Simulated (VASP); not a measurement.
# Os (P6_3/mmc) in VASP: notebook, part 3 of 3

VASP 6.6.1.

## (5) Single point, r2SCAN

The input, POSCAR:

```
Os
1.0
    2.7393806551      0.0000000000      0.0000000000
   -1.3696903275      2.3723732379      0.0000000000
    0.0000000000      0.0000000000      4.3138178725
Os
2
Direct
    0.3333333333      0.6666666667      0.2500000000
    0.6666666667      0.3333333333      0.7500000000
```

The input, INCAR.step1:

```
SYSTEM = Os
  PREC = Accurate
  ENCUT = 520
  ISMEAR = 0
  SIGMA = 0.03
  LREAL = .FALSE.
  LASPH = .TRUE.
  NELM = 60
  NBANDS = 15
  GGA = PE
  ALGO = Normal
  EDIFF = 1E-4
  LWAVE = .TRUE.
  LCHARG = .FALSE.
```

The input, INCAR.step2:

```
SYSTEM = Os
  PREC = Accurate
  ENCUT = 520
  EDIFF = 1E-6
  ISMEAR = 0
  SIGMA = 0.03
  LREAL = .FALSE.
  LASPH = .TRUE.
  NELM = 60
  ALGO = Normal
  ISIF = 2
  LWAVE = .FALSE.
  LCHARG = .FALSE.
  METAGGA = R2SCAN
  LMIXTAU = .TRUE.
  NBANDS = 15
  ISTART = 1
```

The input, KPOINTS:

```
regular mesh
0
G
  13 13 7
  0 0 0
```

Potentials or basis: VASP PAW PBE potentials, release 64 (Os).

Launch:

```
$ cat potpaw_PBE.64/Os/POTCAR > POTCAR
$ cp INCAR.step1 INCAR
$ mpirun -np 1 vasp_std > vasp.out
$ cp INCAR.step2 INCAR
$ mpirun -np 1 vasp_std > vasp.out
```

OUTCAR:

```text
SYSTEM = Os
   PREC = Accurate
   ENCUT = 520
   EDIFF = 1E-6
   ISMEAR = 0
   LREAL = .FALSE.
   LASPH = .TRUE.
   NELM = 60
   ISIF = 2
   METAGGA = R2SCAN
   ISTART = 1

 ion  position               nearest neighbor table
   1  0.333  0.667  0.250-   2 2.67   2 2.67   2 2.67   2 2.67   2 2.67   2 2.67
   2  0.667  0.333  0.750-   1 2.67   1 2.67   1 2.67   1 2.67   1 2.67   1 2.67

  LATTYP: Found a hexagonal cell.
 ALAT       =     2.7393806551
 C/A-ratio  =     1.5747420368

  Lattice vectors:

 A1 = (   2.7393806551,   0.0000000000,   0.0000000000)
 A2 = (  -1.3696903275,   2.3723732379,   0.0000000000)
 A3 = (   0.0000000000,   0.0000000000,   4.3138178725)

Analysis of symmetry for initial positions (statically):
=====================================================================
 Subroutine PRICEL returns:
 Original cell was already a primitive cell.

 Routine SETGRP: Setting up the symmetry group for a
 hexagonal supercell.

 Subroutine GETGRP returns: Found 24 space group operations
 (whereof 12 operations were pure point group operations)
 out of a pool of 24 trial point group operations.

The static configuration has the point symmetry D_3d.
 The point group associated with its full space group is D_6h.

Analysis of symmetry for dynamics (positions and initial velocities):
=====================================================================
 Subroutine PRICEL returns:
 Original cell was already a primitive cell.

 Routine SETGRP: Setting up the symmetry group for a
 hexagonal supercell.

 Subroutine GETGRP returns: Found 24 space group operations
 (whereof 12 operations were pure point group operations)
 out of a pool of 24 trial point group operations.

The dynamic configuration has the point symmetry D_3d.
 The point group associated with its full space group is D_6h.

 Subroutine INISYM returns: Found 24 space group operations
 (whereof 12 operations are pure point group operations),
 and found     1 'primitive' translations

----------------------------------------------------------------------------------------

                                     Primitive cell

  volume of cell :      28.0348

  direct lattice vectors                    reciprocal lattice vectors
     2.739380655  0.000000000  0.000000000     0.365046018  0.210759417  0.000000000
    -1.369690328  2.372373238  0.000000000     0.000000000  0.421518834  0.000000000
     0.000000000  0.000000000  4.313817872     0.000000000  0.000000000  0.231813217

  length of vectors
     2.739380655  2.739380655  4.313817872     0.421518834  0.421518834  0.231813217

  position of ions in fractional coordinates (direct lattice)
     0.333333333  0.666666667  0.250000000
     0.666666667  0.333333333  0.750000000

  ion indices of the primitive-cell ions
   primitive index   ion index
                 1           1
                 2           2

----------------------------------------------------------------------------------------

 KPOINTS: regular mesh

Automatic generation of k-mesh.
 Grid dimensions read from file:
 generate k-points for:   13   13    7

 Generating k-lattice:

  Cartesian coordinates                     Fractional coordinates (reciprocal lattice)
     0.028080463  0.016212263  0.000000000     0.076923077 -0.000000000  0.000000000
     0.000000000  0.032424526  0.000000000     0.000000000  0.076923077  0.000000000
     0.000000000  0.000000000  0.033116174     0.000000000  0.000000000  0.142857143

  Length of vectors
     0.032424526  0.032424526  0.033116174

  Shift w.r.t. Gamma in fractional coordinates (k-lattice)
     0.000000000  0.000000000  0.000000000

 Subroutine IBZKPT returns following result:
 ===========================================

 Found     84 irreducible k-points:

 Following reciprocal coordinates:
            Coordinates               Weight
  0.000000  0.000000  0.000000      1.000000
  0.076923 -0.000000  0.000000      6.000000
  0.153846  0.000000  0.000000      6.000000
  0.230769  0.000000  0.000000      6.000000
  0.307692  0.000000  0.000000      6.000000
  0.384615 -0.000000  0.000000      6.000000
[... 16 lines left out ...]
  0.076923 -0.000000  0.142857     12.000000
  0.153846  0.000000  0.142857     12.000000
 [... further k-points ...]
   k-points           NKPTS =     84   k-points in BZ     NKDIM =     84   number of bands    NBANDS=     15
   number of dos      NEDOS =    301   number of ions     NIONS =      2
   total plane-waves  NPLWV =  12800
   dimension x,y,z NGX =    20 NGY =   20 NGZ =   32
   dimension x,y,z NGXF=    40 NGYF=   40 NGZF=   64
   ions per type =               2
   NGX,Y,Z   is equivalent  to a cutoff of  12.14, 12.14, 12.33 a.u.
   NGXF,Y,Z  is equivalent  to a cutoff of  24.27, 24.27, 24.66 a.u.
 SYSTEM =  Os
   PREC   = accura    normal or accurate (medium, high low for compatibility)
   ISTART =      1    job   : 0-new  1-cont  2-samecut
   ICHARG =      0    charge: 1-file 2-atom 10-const
   ISPIN  =      1    spin polarized calculation?
   LNONCOLLINEAR =      F non collinear calculations
   LSORBIT =      F    spin-orbit coupling
   LASPH  =      T    aspherical Exc in radial PAW
   ENCUT  =  520.0 eV  38.22 Ry    6.18 a.u.   5.09  5.09  8.02*2*pi/ulx,y,z
   NELM   =     60;   NELMIN=  2; NELMDL=  0     # of ELM steps
   EDIFF  = 0.1E-05   stopping-criterion for ELM
   LREAL  =      F    real-space projection
   EDIFFG = 0.1E-04   stopping-criterion for IOM
   NSW    =      0    number of steps for IOM
   IBRION =     -1    ionic relax: 0-MD 1-quasi-New 2-CG
   NFREE  =      0    steps in history (QN), initial steepest desc. (CG)
   ISIF   =      2    stress and relaxation
   ISYM   =      2    0-nonsym 1-usesym 2-fastsym
   POTIM  = 0.5000    time-step for ionic-motion
   TEBEG  =    0.0;   TEEND  =   0.0 temperature during run
   PSTRESS=    0.0 pullay stress
   NELECT =      16.0000    total number of electrons
   NUPDOWN=      -1.0000    fix difference up-down
   EMIN   =  10.00;   EMAX   =-10.00  energy-range for DOS
   EFERMI =   0.00;   METHOD = LEGACY
   ISMEAR =     0;   SIGMA  =   0.03  broadening in eV -4-tet -1-fermi 0-gaus
   EFERMI_NEDOS =   21; number of points for ismear=-14 and -15
   IALGO  =     38    algorithm
   IMIX   =      4    mixing-type and parameters
     AMIX     =   0.40;   BMIX     =  1.00
     AMIX_MAG =   1.60;   BMIX_MAG =  1.00
  volume/ion in A,a.u.               =      14.02        94.59
  Fermi-wavevector in a.u.,A,eV,Ry     =   1.357946  2.566145 25.089370  1.844017
  Thomas-Fermi vector in A             =   2.484821
   LORBIT       =      0    0 simple, 1 ext, 2 COOP (PROOUT), +10 PAW based schemes
   METAGGA = R2SCAN    functional components
   LHFCALC =     F    Hartree Fock is set to
   AEXX    =    0.0000 exact exchange contribution
   IVDW    =     0    specifies the selected vdW correction
   LEPSILON=     F    determine dielectric tensor
   LRPA    =     F    only Hartree local field effects (RPA)
 non-spin polarized calculation
 Gauss-broadening in eV      SIGMA  =   0.03
  energy-cutoff  :      520.00
  volume of cell :       28.03
 maximum number of plane-waves:       769
   NGX = 11   NGY = 11   NGZ = 17

 number of electron      15.9999999 magnetization

 Free energy of the ion-electron system (eV)
  ---------------------------------------------------
  ext. energy  EPLUGINS =         0.00000000
  ---------------------------------------------------
  free energy    TOTEN  =      -106.00863123 eV

  energy without entropy =     -106.00776316  energy(sigma->0) =     -106.00819719

 E-fermi :   9.2818     XC(G=0): -15.3748

 val. band max:        9.2807582969   @ k =   0.0000   0.0000   0.0000
 cond. band min:       9.2856742419   @ k =   0.3077   0.3077   0.2857
 fundamental gap:      0.0049159449
 Fermi energy:         9.2817835777

 k-point     1 :       0.0000    0.0000    0.0000
  band No.  band energies     occupation
      1      -2.1831      2.00000
      2       1.1192      2.00000
      3       6.0636      2.00000
      4       6.0636      2.00000
      5       6.3767      2.00000
      6       6.9384      2.00000
      7       6.9384      2.00000
      8       7.5682      2.00000
      9       7.5682      2.00000
     10       9.2808      1.03855
     11      10.9789      0.00000
     12      10.9789      0.00000
     13      18.8200      0.00000
     14      23.9965      0.00000
[... 401 lines left out ...]
      2       1.9668      2.00000
      3       5.0220      2.00000
      4       5.5491      2.00000
      5       6.2504      2.00000
      6       6.4910      2.00000
      7       7.2387      2.00000
      8       7.4151      2.00000
      9       7.7986      2.00000
     10       8.1350      2.00000
     11      11.3164      0.00000
     12      13.5360      0.00000
     13      19.9871      0.00000
     14      25.2489      0.00000
     15      27.4445      0.00000

 [... further k-points ...]
[... 5 lines left out ...]
  --------------------------------------------------------------------------------------
  -------------------------------------------------------------------------------------
  Total        0.1508232      0.1508232      0.1115971      0.0000000      0.0000000      0.0000000
  in kB        8.6194920      8.6194920      6.3777296      0.0000000      0.0000000      0.0000000
  external PRESSURE =       7.8722378 kB  Pullay stress =       0.0000000 kB

 VOLUME and BASIS-vectors are now :
 -----------------------------------------------------------------------------
  energy-cutoff  :      520.00
  volume of cell :       28.03
      direct lattice vectors                 reciprocal lattice vectors
     2.739380655  0.000000000  0.000000000     0.365046018  0.210759417  0.000000000
    -1.369690328  2.372373238  0.000000000     0.000000000  0.421518834  0.000000000
     0.000000000  0.000000000  4.313817872     0.000000000  0.000000000  0.231813217

 POSITION                                       TOTAL-FORCE (eV/Angst)
 -----------------------------------------------------------------------------------
     -0.00000      1.58158      1.07845         0.000000      0.000000      0.000000
      1.36969      0.79079      3.23536        -0.000000      0.000000      0.000000
 -----------------------------------------------------------------------------------
    total drift:                                0.000000     -0.000000     -0.000000

  FREE ENERGIE OF THE ION-ELECTRON SYSTEM (eV)
  ---------------------------------------------------
  free  energy   TOTEN  =      -106.0086312271 eV

  energy  without entropy=     -106.0077631609  energy(sigma->0) =     -106.00819719
```

Wall time 62 s (1 thread of AMD EPYC 9R14 (Zen 4), shared host); peak memory 0.13 GiB.

Results:

| Quantity | Value |
| --- | --- |
| Free energy | -106.0086 eV |
| Pressure | 0.8 GPa |
| Band gap on the k mesh | zero (band 8 reaches 11.36 eV, above the bottom of band 9 at 7.40 eV) |

Levels at points of the mesh, in eV from the Fermi level:
| k point | band 5 | band 6 | band 7 | band 8 | band 9 | band 10 | band 11 | band 12 |
| --- | --- | --- | --- | --- | --- | --- | --- | --- |
| (0.00, 0.00, 0.00) | -2.91 | -2.34 | -2.34 | -1.71 | -1.71 | 0.00 | 1.70 | 1.70 |

Caveat: the PAW data sets were made with another functional, which shifts forces and pressure a little; spin-orbit coupling is left out, which moves the levels of the heavy elements.

## (6) Single point, r2SCAN

POSCAR is that of step 5.

The input, INCAR.step1:

```
  PREC = Accurate
  ENCUT = 520
  ISMEAR = 0
  SIGMA = 0.1
  LREAL = False
  LASPH = True
  NELM = 100
  NBANDS = 15
  GGA = PE
  ALGO = Normal
  EDIFF = 1E-4
  LWAVE = True
  LCHARG = False
```

The input, INCAR.step2:

```
  PREC = Accurate
  ENCUT = 520
  EDIFF = 1E-6
  ISMEAR = 0
  SIGMA = 0.1
  LREAL = False
  LASPH = True
  NELM = 100
  ALGO = Normal
  ISIF = 2
  LWAVE = False
  LCHARG = False
  METAGGA = R2SCAN
  LMIXTAU = True
  NBANDS = 15
  ISTART = 1
```

The input, KPOINTS:

```
Automatic mesh
0
Gamma
  13 13 7
```

Potentials or basis: VASP PAW PBE potentials, release 64 (Os).

Launch:

```
$ cat potpaw_PBE.64/Os/POTCAR > POTCAR
$ cp INCAR.step1 INCAR
$ mpirun -np 1 vasp_std > vasp.out
$ cp INCAR.step2 INCAR
$ mpirun -np 1 vasp_std > vasp.out
```

It took 80 s on 1 thread of AMD EPYC 9R14 (Zen 4), shared host; peak memory 0.13 GiB.

The run converged. Its results:

```yaml
Free_energy: -106.0113 eV
Pressure: 0.8 GPa
Band_gap_on_the_k_mesh: zero (band 8 reaches 11.36 eV, above the bottom of band 9 at 7.39 eV)
```

Levels at points of the mesh, in eV from the Fermi level:
```csv
k point,band 4,band 5,band 6,band 7,band 8,band 9,band 10,band 11,band 12,band 13
"(0.00, 0.00, 0.00)",-3.25,-2.93,-2.37,-2.37,-1.74,-1.74,-0.03,1.67,1.67,9.51
```

Caveat: the PAW data sets were made with another functional, which shifts forces and pressure a little; spin-orbit coupling is left out, which moves the levels of the heavy elements.

## (7) Overview

| smearing | gap on the mesh (eV) | pressure (GPa) |
| --- | --- | --- |
| fermi-dirac 0.6 eV | none | 9.2 |
| fermi-dirac 1 eV | none | 25.1 |
| gaussian 0.01 eV | none | 0.8 |
| gaussian 0.03 eV | none | 0.8 |
| gaussian 0.1 eV | none | 0.8 |

Alike in all rows: task single point; level r2SCAN; potentials or basis VASP PAW PBE potentials, release 64 (Os); no spin polarisation; cell as given; k mesh 13 × 13 × 7; cutoff (eV) 520.

Every run on the cell as given and a fine mesh finds a metal.

Caveats: the PAW data sets were made with another functional, which shifts forces and pressure a little; spin-orbit coupling is left out, which moves the levels of the heavy elements.

Total energies depend on the potentials used, so only differences within one code and one set of settings carry meaning.
